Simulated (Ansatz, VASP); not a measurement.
**One calculation of AlAs, two programs**

```
CELL_PARAMETERS angstrom
0.00000 2.42518 2.42518
2.42518 0.00000 2.42518
2.42518 2.42518 0.00000
ATOMIC_POSITIONS crystal
Al 0.00000 0.00000 0.00000
As 0.25000 0.25000 0.25000
```

Change from the starting cell: volume scaled by 0.64, LAPW.

Alike in both runs: task single point; functional LDA; k mesh 11 × 11 × 11; occupations fermi-dirac, width 0.08 eV; no spin polarisation.

|  | VASP | Ansatz |
| --- | --- | --- |
| version | VASP 6.6.1 | Ansatz 0.2.0 |
| potentials or method | VASP PAW LDA potentials, release 64 (Al, As), cutoff 500 eV | all-electron LAPW, scalar-relativistic |

VASP gave:

- pressure (GPa): 85.7

Which values does Ansatz return?

Pressure (GPa): 83.4.

LDA's correlation is that of Perdew and Zunger in VASP and of Perdew and Wang (1992) in Ansatz. Both programs put the cell under a high pressure, so it lies far from rest at this level. Ansatz ran all-electron here, and VASP with PAW potentials.

Noted on VASP's run: the cell as given lies far from equilibrium.
